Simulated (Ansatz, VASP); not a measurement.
# FePt in VASP and in Ansatz

```
CELL_PARAMETERS angstrom
3.05105 0.00000 0.00000
0.00000 3.05105 0.00000
0.00000 0.00000 3.05105
ATOMIC_POSITIONS crystal
Fe 0.50000 0.50000 0.50000
Pt 0.00000 0.00000 0.00000
```

Alike in both runs: functional r2SCAN; k mesh 14 × 14 × 14; occupations gaussian, width 0.1 eV; collinear spin.

Ansatz relaxed the structure, and its values are those at the end. VASP's run is a single point on that final structure, the one shown.

|  | VASP | Ansatz |
| --- | --- | --- |
| version | VASP 6.6.1 | Ansatz 0.2.0 |
| potentials or method | VASP PAW PBE potentials, release 64 (Fe, Pt), cutoff 520 eV | scalar-relativistic, plane waves, PAW |
| valence electrons in the cell | 18 | 34 |

```tsv
	VASP	Ansatz	Ansatz less VASP
gap on the k mesh at the Fermi level (eV)	none	none	-
pressure (GPa)	-0.1	0.0	+0.11
net moment per atom (μB)	1.81	1.82	+0.005
size of the moment on the site where the two differ most (μB)	0.31	0.37	+0.061
```

VASP's potentials were made for PBE, not for r2SCAN. Site moments also hang on the region over which each program counts them. A gap of «none» marks a metal or a gap that the smearing closes. VASP's potentials hold 18 valence electrons a cell and Ansatz's 34, so a difference there can come from the potentials and not from the codes.

Neither program's run includes spin-orbit coupling.
